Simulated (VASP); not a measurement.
**Os: single point with r2SCAN**

The system is Os.

```
Os
1.0
     2.72770    0.00000    0.00000
    -1.36385    2.36226    0.00000
     0.00000    0.00000    4.29728
Os
2
Direct
  0.33333 0.66667 0.25000
  0.66667 0.33333 0.75000
```

```yaml
Program: VASP 6.6.1
Task: single point
Functional: r2SCAN
Potentials_or_basis: VASP PAW PBE potentials, release 64 (Os)
Cutoff: 660 eV
k_mesh: 15 × 15 × 9
Occupations: fermi-dirac, width 0.05 eV
Spin: no spin polarisation
Dipole_correction: no
Further_INCAR_settings: ALGO = Normal; EDIFF = 1e-06; NBANDS = 15
```

```json
{"Pressure": "6.6 GPa", "Band gap on the k mesh": "zero (bands 8 and 9 overlap by 4.01 eV)"}
```

Stress tensor (GPa, compression positive):
```
5.86 0.00 0.00
0.00 5.86 0.00
0.00 0.00 8.16
```

Levels at points of the mesh, in eV from the Fermi level:
| k point | band 5 | band 6 | band 7 | band 8 | band 9 | band 10 | band 11 | band 12 |
| --- | --- | --- | --- | --- | --- | --- | --- | --- |
| (0.00, 0.00, 0.00) | -2.91 | -2.33 | -2.33 | -1.69 | -1.69 | 0.05 | 1.78 | 1.78 |

Run time: 73 s on 1 thread of Intel(R) Xeon(R) 6975P-C (Granite Rapids) (shared host), peak memory 0.2 GiB.

Caveat: the cell stands under pressure; the PAW data sets were made with another functional, which shifts forces and pressure a little; spin-orbit coupling is left out, which moves the levels of the heavy elements.
